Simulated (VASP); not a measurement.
Write the native input for VASP 6.6.1 that does the following.

```yaml
Task: single point
Functional: PBE
Potentials_or_basis: VASP PAW PBE potentials, release 64 (In_d, As, H)
Cutoff: 520 eV
k_mesh: 1 × 1 × 12
Occupations: gaussian, width 0.05 eV
Spin: no spin polarisation
Dipole_correction: no
Further_INCAR_settings: ALGO = Normal; EDIFF = 1e-07; NBANDS = 44
```

The structure of In3As3H8 lies in POSCAR:

```
In3As3H8
1.0
   16.2000000000      0.0000000000      0.0000000000
    0.0000000000     15.8000000000      0.0000000000
    0.0000000000      0.0000000000      4.5169321186
In As H
3 3 8
Direct
    0.5000000000      0.5257072614      0.0000000000
    0.3180596157      0.3572780031      0.5000000000
    0.6819403843      0.3572780031      0.5000000000
    0.5000000000      0.6224053522      0.5000000000
    0.6415931716      0.4460068222      0.0000000000
    0.3584068284      0.4460068222      0.0000000000
    0.4296378589      0.6860837248      0.5000000000
    0.5703621411      0.6860837248      0.5000000000
    0.3866671444      0.2733565310      0.5000000000
    0.2111032766      0.3578149456      0.5000000000
    0.6973365420      0.5238074881      0.0000000000
    0.6133328556      0.2733565310      0.5000000000
    0.7888967234      0.3578149456      0.5000000000
    0.3026634580      0.5238074881      0.0000000000
```

These files were run (other wordings do the same):

INCAR

```
PREC = Accurate
ENCUT = 520
EDIFF = 1E-7
ISMEAR = 0
SIGMA = 0.05
LREAL = F
LASPH = T
NELM = 80
ALGO = Normal
ISIF = 2
LWAVE = F
LCHARG = F
GGA = PE
NBANDS = 44
```

KPOINTS

```
Automatic mesh
0
Gamma
  1 1 12
```

Potentials or basis: VASP PAW PBE potentials, release 64 (In_d, As, H).

The run is started by

```console
$ cat potpaw_PBE.64/In_d/POTCAR potpaw_PBE.64/As/POTCAR potpaw_PBE.64/H/POTCAR > POTCAR
$ mpirun -np 1 vasp_std > vasp.out
```

Results of the run:

The largest force is 0.108 eV/Å and the band gap on the k mesh is 2.16 eV.

Caveat: spin-orbit coupling is left out, which moves the levels of the heavy elements.

Run time: 15 min on 1 thread of Intel(R) Xeon(R) Platinum 8375C CPU @ 2.90GHz (Ice Lake) (shared host), peak memory 1.1 GiB.
